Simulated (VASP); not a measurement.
Set up this calculation in VASP 6.6.1, as the native input.

```yaml
Task: single point
Functional: r2SCAN
Potentials_or_basis: VASP PAW PBE potentials, release 64 (Li_sv, Mg)
Cutoff: 520 eV
k_mesh: 10 × 10 × 10
Occupations: methfessel-paxton, width 0.1 eV
Spin: no spin polarisation
Dipole_correction: no
Further_INCAR_settings: ALGO = Normal; EDIFF = 1e-07; NBANDS = 10
```

Crystal: LiMg.

```
Li Mg
1.0
     3.41533    0.00000    0.00000
     0.00000    3.41533    0.00000
     0.00000    0.00000    3.41533
Li Mg
1 1
Direct
  0.00000 0.00000 0.00000
  0.50000 0.50000 0.50000
```

These files were run (other wordings do the same):

POSCAR

```
LiMg
1.0
    3.4153260000      0.0000000000      0.0000000000
    0.0000000000      3.4153260000      0.0000000000
    0.0000000000      0.0000000000      3.4153260000
Li Mg
1 1
Direct
    0.0000000000      0.0000000000      0.0000000000
    0.5000000000      0.5000000000      0.5000000000
```

INCAR.step1

```
SYSTEM = LiMg
PREC = Accurate ; ENCUT = 520
ISMEAR = 1 ; SIGMA = 0.1
LREAL = .False. ; LASPH = .True.
NELM = 100 ; NBANDS = 10
GGA = PE ; ALGO = Normal
EDIFF = 1E-4 ; LWAVE = .True.
LCHARG = .False.
```

INCAR.step2

```
SYSTEM = LiMg
PREC = Accurate ; ENCUT = 520
EDIFF = 1E-7 ; ISMEAR = 1
SIGMA = 0.1 ; LREAL = .False.
LASPH = .True. ; NELM = 100
ALGO = Normal ; ISIF = 2
LWAVE = .False. ; LCHARG = .False.
METAGGA = R2SCAN ; LMIXTAU = .True.
NBANDS = 10 ; ISTART = 1
```

KPOINTS

```
Automatic mesh
0
Gamma
  10 10 10
  0 0 0
```

Potentials or basis: VASP PAW PBE potentials, release 64 (Li_sv, Mg).

The run is started by

```console
$ cat potpaw_PBE.64/Li_sv/POTCAR potpaw_PBE.64/Mg/POTCAR > POTCAR
$ cp INCAR.step1 INCAR
$ mpirun -np 1 vasp_std > vasp.out
$ cp INCAR.step2 INCAR
$ mpirun -np 1 vasp_std > vasp.out
```

Run time: 2.6 min on 1 thread of Intel Xeon 8259CL, with other jobs on the host, peak memory 0.18 GiB.
